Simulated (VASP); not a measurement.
# NiSb (P6_3/mmc) in VASP: notebook

Runs on NiSb. Level: PBEsol. Tasks: single point.

All numbers are computed with VASP 6.6.1; they aren't measurements. Logs are shortened: lines on timing, memory, paths and dates and some standing lists are left out, and cuts for length are marked.

**1. The cell of the first run**

It takes space group P6_3/mmc (No. 194, hexagonal). Conventional cell: a = 3.916 Å, b = 3.916 Å, c = 5.070 Å, α = 90.00°, β = 90.00°, γ = 120.00°. Ni (site symmetry -3m) has 2 Ni at 2.54 Å and 6 Sb at 2.59 Å within 3.3 Å. Within 3.4 Å of Sb (site symmetry -6m2) lie 6 Ni at 2.59 Å and 6 Sb at 3.40 Å.

**2. Single point, PBEsol**

File INCAR:

```
PREC = Accurate
ENCUT = 520
EDIFF = 1E-6
ISMEAR = 0
SIGMA = 0.1
LREAL = False
LASPH = True
NELM = 60
ALGO = Normal
ISIF = 2
LWAVE = False
LCHARG = True
GGA = PS
LELF = True
LVHAR = True
NBANDS = 23
```

File KPOINTS:

```
regular mesh
0
Gamma
  12 12 8
```

File POSCAR:

```
NiSb
1.0
    3.9160067698      0.0000000000      0.0000000000
   -1.9580033849      3.3913613440      0.0000000000
    0.0000000000      0.0000000000      5.0702672230
Ni Sb
2 2
Direct
    0.0000000000      0.0000000000      0.0000000000
    0.0000000000      0.0000000000      0.5000000000
    0.3333333333      0.6666666667      0.2500000000
    0.6666666667      0.3333333333      0.7500000000
```

Potentials or basis: VASP PAW PBE potentials, release 64 (Ni, Sb).

Started as:

```console
> cat potpaw_PBE.64/Ni/POTCAR potpaw_PBE.64/Sb/POTCAR > POTCAR
> mpirun -np 1 vasp_std > vasp.out
```

OUTCAR:

```text
PREC = Accurate
   ENCUT = 520
   EDIFF = 1E-6
   ISMEAR = 0
   LREAL = False
   LASPH = True
   NELM = 60
   ISIF = 2
   GGA = PS

 ion  position               nearest neighbor table
   1  0.000  0.000  0.000-   2 2.54   2 2.54   4 2.59   3 2.59   3 2.59   4 2.59   4 2.59   3 2.59

   2  0.000  0.000  0.500-   1 2.54   1 2.54   4 2.59   3 2.59   3 2.59   4 2.59   4 2.59   3 2.59

   3  0.333  0.667  0.250-   1 2.59   2 2.59   1 2.59   2 2.59   1 2.59   2 2.59   4 3.40   4 3.40
                             4 3.40   4 3.40   4 3.40   4 3.40
   4  0.667  0.333  0.750-   1 2.59   2 2.59   1 2.59   2 2.59   1 2.59   2 2.59   3 3.40   3 3.40
                             3 3.40   3 3.40   3 3.40   3 3.40

  LATTYP: Found a hexagonal cell.
 ALAT       =     3.9160067698
 C/A-ratio  =     1.2947544581

  Lattice vectors:

 A1 = (   3.9160067698,   0.0000000000,   0.0000000000)
 A2 = (  -1.9580033849,   3.3913613440,   0.0000000000)
 A3 = (   0.0000000000,   0.0000000000,   5.0702672230)

Analysis of symmetry for initial positions (statically):
=====================================================================
 Subroutine PRICEL returns:
 Original cell was already a primitive cell.

 Routine SETGRP: Setting up the symmetry group for a
 hexagonal supercell.

 Subroutine GETGRP returns: Found 24 space group operations
 (whereof 12 operations were pure point group operations)
 out of a pool of 24 trial point group operations.

The static configuration has the point symmetry D_3d.
 The point group associated with its full space group is D_6h.

Analysis of symmetry for dynamics (positions and initial velocities):
=====================================================================
 Subroutine PRICEL returns:
 Original cell was already a primitive cell.

 Routine SETGRP: Setting up the symmetry group for a
 hexagonal supercell.

 Subroutine GETGRP returns: Found 24 space group operations
 (whereof 12 operations were pure point group operations)
 out of a pool of 24 trial point group operations.

The dynamic configuration has the point symmetry D_3d.
 The point group associated with its full space group is D_6h.

 Subroutine INISYM returns: Found 24 space group operations
 (whereof 12 operations are pure point group operations),
 and found     1 'primitive' translations

----------------------------------------------------------------------------------------

                                     Primitive cell

  volume of cell :      67.3362

  direct lattice vectors                    reciprocal lattice vectors
     3.916006770  0.000000000  0.000000000     0.255362173  0.147433420  0.000000000
    -1.958003385  3.391361344  0.000000000     0.000000000  0.294866839  0.000000000
     0.000000000  0.000000000  5.070267223     0.000000000  0.000000000  0.197228264

  length of vectors
     3.916006770  3.916006770  5.070267223     0.294866839  0.294866839  0.197228264

  position of ions in fractional coordinates (direct lattice)
     0.000000000  0.000000000  0.000000000
     0.000000000  0.000000000  0.500000000
     0.333333333  0.666666667  0.250000000
     0.666666667  0.333333333  0.750000000

  ion indices of the primitive-cell ions
   primitive index   ion index
                 1           1
                 2           2
                 3           3
                 4           4

----------------------------------------------------------------------------------------

 KPOINTS: regular mesh

Automatic generation of k-mesh.
 Grid dimensions read from file:
 generate k-points for:   12   12    8

 Generating k-lattice:

  Cartesian coordinates                     Fractional coordinates (reciprocal lattice)
     0.021280181  0.012286118  0.000000000     0.083333333  0.000000000  0.000000000
     0.000000000  0.024572237  0.000000000     0.000000000  0.083333333  0.000000000
     0.000000000  0.000000000  0.024653533     0.000000000  0.000000000  0.125000000

  Length of vectors
     0.024572237  0.024572237  0.024653533

  Shift w.r.t. Gamma in fractional coordinates (k-lattice)
     0.000000000  0.000000000  0.000000000

 Subroutine IBZKPT returns following result:
 ===========================================

 Found     95 irreducible k-points:

 Following reciprocal coordinates:
            Coordinates               Weight
  0.000000  0.000000  0.000000      1.000000
  0.083333  0.000000  0.000000      6.000000
  0.166667  0.000000  0.000000      6.000000
  0.250000  0.000000  0.000000      6.000000
  0.333333  0.000000  0.000000      6.000000
  0.416667  0.000000  0.000000      6.000000
[... 16 lines left out ...]
  0.250000  0.000000  0.125000     12.000000
  0.333333  0.000000  0.125000     12.000000
 [... further k-points ...]
   k-points           NKPTS =     95   k-points in BZ     NKDIM =     95   number of bands    NBANDS=     23
   number of dos      NEDOS =    301   number of ions     NIONS =      4
   total plane-waves  NPLWV =  36000
   dimension x,y,z NGX =    30 NGY =   30 NGZ =   40
   dimension x,y,z NGXF=    60 NGYF=   60 NGZF=   80
   ions per type =               2   2
   NGX,Y,Z   is equivalent  to a cutoff of  12.74, 12.74, 13.12 a.u.
   NGXF,Y,Z  is equivalent  to a cutoff of  25.47, 25.47, 26.23 a.u.
 SYSTEM =  unknown system
   PREC   = accura    normal or accurate (medium, high low for compatibility)
   ISTART =      0    job   : 0-new  1-cont  2-samecut
   ICHARG =      2    charge: 1-file 2-atom 10-const
   ISPIN  =      1    spin polarized calculation?
   LNONCOLLINEAR =      F non collinear calculations
   LSORBIT =      F    spin-orbit coupling
   LASPH  =      T    aspherical Exc in radial PAW
   ENCUT  =  520.0 eV  38.22 Ry    6.18 a.u.   7.28  7.28  9.43*2*pi/ulx,y,z
   NELM   =     60;   NELMIN=  2; NELMDL= -5     # of ELM steps
   EDIFF  = 0.1E-05   stopping-criterion for ELM
   LREAL  =      F    real-space projection
   EDIFFG = 0.1E-04   stopping-criterion for IOM
   NSW    =      0    number of steps for IOM
   IBRION =     -1    ionic relax: 0-MD 1-quasi-New 2-CG
   NFREE  =      0    steps in history (QN), initial steepest desc. (CG)
   ISIF   =      2    stress and relaxation
   ISYM   =      2    0-nonsym 1-usesym 2-fastsym
   POTIM  = 0.5000    time-step for ionic-motion
   TEBEG  =    0.0;   TEEND  =   0.0 temperature during run
   PSTRESS=    0.0 pullay stress
   NELECT =      30.0000    total number of electrons
   NUPDOWN=      -1.0000    fix difference up-down
   EMIN   =  10.00;   EMAX   =-10.00  energy-range for DOS
   EFERMI =   0.00;   METHOD = LEGACY
   ISMEAR =     0;   SIGMA  =   0.10  broadening in eV -4-tet -1-fermi 0-gaus
   EFERMI_NEDOS =   21; number of points for ismear=-14 and -15
   IALGO  =     38    algorithm
   IMIX   =      4    mixing-type and parameters
     AMIX     =   0.40;   BMIX     =  1.00
     AMIX_MAG =   1.60;   BMIX_MAG =  1.00
  volume/ion in A,a.u.               =      16.83       113.60
  Fermi-wavevector in a.u.,A,eV,Ry     =   1.250352  2.362824 21.271095  1.563381
  Thomas-Fermi vector in A             =   2.384351
   LORBIT       =      0    0 simple, 1 ext, 2 COOP (PROOUT), +10 PAW based schemes
   GGA     = PS    functional components
   LHFCALC =     F    Hartree Fock is set to
   AEXX    =    0.0000 exact exchange contribution
   IVDW    =     0    specifies the selected vdW correction
   LEPSILON=     F    determine dielectric tensor
   LRPA    =     F    only Hartree local field effects (RPA)
 non-spin polarized calculation
 Gauss-broadening in eV      SIGMA  =   0.10
  energy-cutoff  :      520.00
  volume of cell :       67.34
 maximum number of plane-waves:      1837
 NGX is ok and might be reduce to    30
   NGX = 15   NGY = 15   NGZ = 19

 number of electron      30.0000030 magnetization

 Free energy of the ion-electron system (eV)
  ---------------------------------------------------
  ext. energy  EPLUGINS =         0.00000000
  ---------------------------------------------------
  free energy    TOTEN  =       -22.68573939 eV

  energy without entropy =      -22.67754226  energy(sigma->0) =      -22.68164083

 E-fermi :  10.1547     XC(G=0): -11.7411

 val. band max:       10.1512650459   @ k =   0.1667   0.1667   0.3750
 cond. band min:      10.1598267758   @ k =   0.1667   0.0833   0.2500
 fundamental gap:      0.0085617299
 Fermi energy:        10.1547101303

 k-point     1 :       0.0000    0.0000    0.0000
  band No.  band energies     occupation
      1      -3.0167      2.00000
      2       1.7077      2.00000
      3       3.7827      2.00000
      4       6.0888      2.00000
      5       6.0888      2.00000
      6       6.8644      2.00000
[... 15 lines left out ...]
     22      16.5773      0.00000
     23      18.0888      0.00000

 k-point     2 :       0.0833    0.0000    0.0000
  band No.  band energies     occupation
      1      -2.9280      2.00000
      2       1.6999      2.00000
      3       3.8822      2.00000
      4       6.0713      2.00000
      5       6.1082      2.00000
      6       6.8331      2.00000
[... 15 lines left out ...]
     22      16.7128      0.00000
     23      17.4397      0.00000

 k-point     3 :       0.1667    0.0000    0.0000
  band No.  band energies     occupation
      1      -2.6643      2.00000
      2       1.6601      2.00000
      3       4.1772      2.00000
      4       5.9648      2.00000
      5       6.1649      2.00000
      6       6.6948      2.00000
[... 15 lines left out ...]
     22      17.0183      0.00000
     23      17.1664      0.00000
[... 495 lines left out ...]
 k-point    23 :       0.2500    0.0000    0.1250
  band No.  band energies     occupation
      1      -2.1469      2.00000
      2       1.2413      2.00000
      3       4.6191      2.00000
      4       5.8403      2.00000
      5       6.2957      2.00000
      6       6.6313      2.00000
[... 15 lines left out ...]
     22      17.1238      0.00000
     23      17.8763      0.00000

 k-point    24 :       0.3333    0.0000    0.1250
  band No.  band energies     occupation
      1      -1.5732      2.00000
      2       1.1077      2.00000
      3       4.4149      2.00000
      4       5.5476      2.00000
      5       6.3883      2.00000
      6       6.8160      2.00000
[... 15 lines left out ...]
     22      17.3268      0.00000
     23      18.9862      0.00000

 [... further k-points ...]

------------------------ aborting loop because EDIFF is reached ----------------------------------------

  FORCE on cell =-STRESS in cart. coord.  units (eV):
  Direction    XX          YY          ZZ          XY          YZ          ZX
  --------------------------------------------------------------------------------------
  -------------------------------------------------------------------------------------
  Total        0.0148658      0.0148658      0.0647357      0.0000000      0.0000000     -0.0000000
  in kB        0.3537133      0.3537133      1.5403018      0.0000000      0.0000000     -0.0000000
  external PRESSURE =       0.7492428 kB  Pullay stress =       0.0000000 kB

 VOLUME and BASIS-vectors are now :
 -----------------------------------------------------------------------------
  energy-cutoff  :      520.00
  volume of cell :       67.34
      direct lattice vectors                 reciprocal lattice vectors
     3.916006770  0.000000000  0.000000000     0.255362173  0.147433420  0.000000000
    -1.958003385  3.391361344  0.000000000     0.000000000  0.294866839  0.000000000
     0.000000000  0.000000000  5.070267223     0.000000000  0.000000000  0.197228264

 POSITION                                       TOTAL-FORCE (eV/Angst)
 -----------------------------------------------------------------------------------
      0.00000      0.00000      0.00000        -0.000000      0.000000      0.000000
      0.00000      0.00000      2.53513        -0.000000      0.000000      0.000000
     -0.00000      2.26091      1.26757        -0.000000      0.000000     -0.000000
      1.95800      1.13045      3.80270         0.000000     -0.000000      0.000000
 -----------------------------------------------------------------------------------
    total drift:                                0.000000      0.000000     -0.000000

  FREE ENERGIE OF THE ION-ELECTRON SYSTEM (eV)
  ---------------------------------------------------
  free  energy   TOTEN  =       -22.6857393930 eV

  energy  without entropy=      -22.6775422632  energy(sigma->0) =      -22.68164083
```

It took 3.7 min on 1 thread of Intel Xeon 8259CL, shared host; peak memory 0.27 GiB.

What came out:

| Property | Result |
| --- | --- |
| Free energy | -22.6857 eV |
| Pressure | 0.1 GPa |
| Band gap on the k mesh | zero (bands 15 and 16 overlap by 3.41 eV) |

Stress tensor (GPa, compression positive):
```
0.04 0.00 0.00
0.00 0.04 0.00
0.00 0.00 0.15
```

Levels at points of the mesh, in eV from the Fermi level:
```csv
k point,band 12,band 13,band 14,band 15,band 16,band 17,band 18,band 19
"(0.00, 0.00, 0.00)",-1.37,-0.02,0.54,0.54,2.48,2.48,3.04,4.12
"(0.50, 0.00, 0.00)",-1.94,-1.66,-1.43,-1.35,-0.37,1.17,3.38,4.07
"(0.00, 0.00, 0.50)",-2.17,0.31,0.31,2.08,2.08,2.08,2.08,5.21
"(0.50, 0.00, 0.50)",-1.99,-1.87,-1.87,0.16,0.16,1.71,1.71,5.27
```

Caveat: the PAW data sets were made with another functional, which shifts forces and pressure a little; spin-orbit coupling is left out, which moves the levels of the heavy elements.

[end of part 1 of 2]

The gap in the log of VASP goes by the Fermi energy; the results here count the filled bands.